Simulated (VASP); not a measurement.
A run of VASP 6.6.1 is set up as follows.

File INCAR:

```
SYSTEM = PbS
PREC = Accurate ; ENCUT = 520
EDIFF = 1E-6 ; ISMEAR = -1
SIGMA = 0.02 ; LREAL = .FALSE.
LASPH = .TRUE. ; NELM = 100
ALGO = Normal ; ISIF = 2
LWAVE = .FALSE. ; LCHARG = .FALSE.
GGA = PE ; NBANDS = 17
```

Contents of KPOINTS:

```
Automatic mesh
0
G
  6 6 6
  0 0 0
```

POSCAR

```
PbS
1.0
    3.6351320118      0.0000000000      0.0000000000
    0.0000000000      3.6351320118      0.0000000000
    0.0000000000      0.0000000000      3.6351320118
Pb S
1 1
Direct
    0.0000000000      0.0000000000      0.0000000000
    0.5000000000      0.5000000000      0.5000000000
```

Potentials or basis: VASP PAW PBE potentials, release 64 (Pb_d, S).

Run with:

```sh
$ cat potpaw_PBE.64/Pb_d/POTCAR potpaw_PBE.64/S/POTCAR > POTCAR
$ mpirun -np 1 vasp_std > vasp.out
```

(1) What does it give for the pressure?

(2) Estimate the band gap on the k mesh.

## Answers

(1) 0.9 GPa.

(2) zero (band 10 reaches 6.33 eV, above the bottom of band 11 at 5.78 eV).

Caveat: spin-orbit coupling is left out, which moves the levels of the heavy elements.
